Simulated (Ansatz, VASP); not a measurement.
## Two plane-wave programs on Ti

Contents of INCAR:

```
ALGO = Normal ; EDIFF = 1E-7
ENCUT = 520 ; GGA = PS
ISIF = 2 ; ISMEAR = 0
LASPH = True ; LCHARG = True
LELF = True ; LREAL = False
LVHAR = True ; LWAVE = False
NBANDS = 12 ; NELM = 60
PREC = Accurate ; SIGMA = 0.15
```

Contents of KPOINTS:

```
k-points
0
Gamma
  10 10 10
```

POSCAR

```
Ti
1.0
    0.0000000000      2.0147750000      2.0300000000
    2.0452250000      0.0000000000      2.0300000000
    2.0452250000      2.0147750000      0.0000000000
Ti
1
Direct
    0.0000000000      0.0000000000      0.0000000000
```

Input for Ansatz:

```yaml
crystal:
  lattice:
    - [0.0, 2.014775, 2.03]
    - [2.045225, 0.0, 2.03]
    - [2.045225, 2.014775, 0.0]
  atoms:
    - { symbol: Ti, position: [0.0, 0.0, 0.0] }
basis:
  ecutwfc: 420
kpoints:
  mp_grid: { grid: [10, 10, 10] }
hamiltonian:
  xc: pbesol
scf:
  occupations: { method: gaussian, width: 0.15 }
output:
  forces: true
  stress: true
  eigenvalues: true
```

Change from the starting cell: strain +0.0075 x Voigt [1, -1, 0, 0, 0, 0], atoms carried along.

Alike in both runs: task single point; functional PBEsol; k mesh 10 × 10 × 10; occupations gaussian, width 0.15 eV; no spin polarisation.

|  | VASP | Ansatz |
| --- | --- | --- |
| version | VASP 6.6.1 | Ansatz 0.2.0 |
| potentials or method | VASP PAW PBE potentials, release 64 (Ti_sv), cutoff 520 eV | scalar-relativistic, plane waves, PAW |
| valence electrons in the cell | 12 | 12 |

```csv
,VASP,Ansatz,Ansatz less VASP
gap on the k mesh at the Fermi level (eV),none,none,-
pressure (GPa),-0.6,-0.4,+0.28
"traceless stress, the component that is largest in VASP (GPa)",0.34,0.34,-0.001
```

VASP's potentials were made for PBE, not for PBEsol. A gap of «none» marks a metal or a gap that the smearing closes. With one functional, cell and mesh, what is left measures potentials, basis and numerics.
